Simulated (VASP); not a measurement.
Input of a VASP 6.6.1 run:

Contents of INCAR:

```
SYSTEM = TiB
ALGO = Normal
EDIFF = 1E-7
ENCUT = 520
GGA = PS
ISIF = 2
ISMEAR = 0
LASPH = .TRUE.
LCHARG = .FALSE.
LREAL = .FALSE.
LWAVE = .FALSE.
NBANDS = 14
NELM = 80
PREC = Accurate
SIGMA = 0.15
```

Contents of KPOINTS:

```
k-points
0
G
  20 20 20
  0 0 0
```

POSCAR

```
TiB
1.0
    0.0000000000      2.1010000000      2.1955450000
    2.1010000000      0.0000000000      2.1955450000
    2.1010000000      2.1010000000      0.0000000000
Ti B
1 1
Direct
    0.7500000000      0.7500000000      0.7500000000
    0.0000000000      0.0000000000      0.0000000000
```

Potentials or basis: VASP PAW PBE potentials, release 64 (Ti_sv, B).

Launch:

```console
$ cat potpaw_PBE.64/Ti_sv/POTCAR potpaw_PBE.64/B/POTCAR > POTCAR
$ mpirun -np 1 vasp_std > vasp.out
```

Question: Estimate the pressure.

Answer: 94.2 GPa.

Stress tensor (GPa, compression positive):
```
91.62  0.00  0.00
 0.00 91.62  0.00
 0.00  0.00 99.35
```

Caveat: the cell differs from its parent crystal (strain +0.0450 x Voigt [0, 0, 1, 0, 0, 0]); the PAW data sets were made with another functional, which shifts forces and pressure a little.
